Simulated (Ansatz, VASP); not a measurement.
# Tl: VASP beside Ansatz

INCAR

```
AGGAC = 1.0 ; AGGAX = 1.0
ALDAC = 0.0 ; ALDAX = 1.0
ALGO = Normal ; EDIFF = 1E-6
ENCUT = 520 ; GGA = B5
ISIF = 2 ; ISMEAR = -1
LASPH = True ; LCHARG = False
LREAL = False ; LWAVE = False
NBANDS = 34 ; NELM = 80
PREC = Accurate ; SIGMA = 0.1
```

The input KPOINTS:

```
k-points
0
Gamma
  11 11 3
```

The input POSCAR:

```
Tl
1.0
    3.8202726112      0.0000000000      0.0000000000
   -1.9101363056      3.3084531306      0.0000000000
    0.0000000000      0.0000000000     12.0886574372
Tl
4
Direct
    0.0000000000      0.0000000000      0.0000000000
    0.0000000000      0.0000000000      0.5000000000
    0.3333333333      0.6666666667      0.2500000000
    0.6666666667      0.3333333333      0.7500000000
```

Input for Ansatz:

```yaml
crystal:
  lattice:
    - [3.8202726112, 0.0, 0.0]
    - [-1.9101363056, 3.3084531306, 0.0]
    - [0.0, 0.0, 12.0886574372]
  atoms:
    - { symbol: Tl, position: [0.0, 0.0, 0.0] }
    - { symbol: Tl, position: [0.0, 0.0, 0.5] }
    - { symbol: Tl, position: [0.3333333333, 0.6666666667, 0.25] }
    - { symbol: Tl, position: [0.6666666667, 0.3333333333, 0.75] }
hamiltonian:
  xc: blyp
  pseudopotentials:
    kind: paw
    azcp:
      Tl: "pseudopotentials/Tl.paw.azcp"
basis:
  ecutwfc: 420
  fft_grid_basis: typed
kpoints:
  mp_grid: { grid: [11, 11, 3], shift: [0, 0, 0] }
magnetization:
  spin_polarized: false
scf:
  occupations: { method: fermi_dirac, width: 0.1 }
  lower_state_search: "off"
output:
  stress: true
```

Alike in both runs: task single point; functional BLYP; k mesh 11 × 11 × 3; occupations fermi-dirac, width 0.1 eV; no spin polarisation.

```csv
,VASP,Ansatz
version,VASP 6.6.1,Ansatz 0.2.0
potentials or method,"VASP PAW PBE potentials, release 64 (Tl_d), cutoff 520 eV","plane waves (420 eV) with PAW, scalar-relativistic"
valence electrons in the cell,52,52
```

```tsv
	VASP	Ansatz	Ansatz less VASP
pressure (GPa)	-1.1	-1.1	+0.01
traceless stress, the component that is largest in VASP (GPa)	-0.16	-0.16	-0.005
```

VASP's potentials were made for PBE, not for BLYP.

Spin-orbit coupling is off throughout.
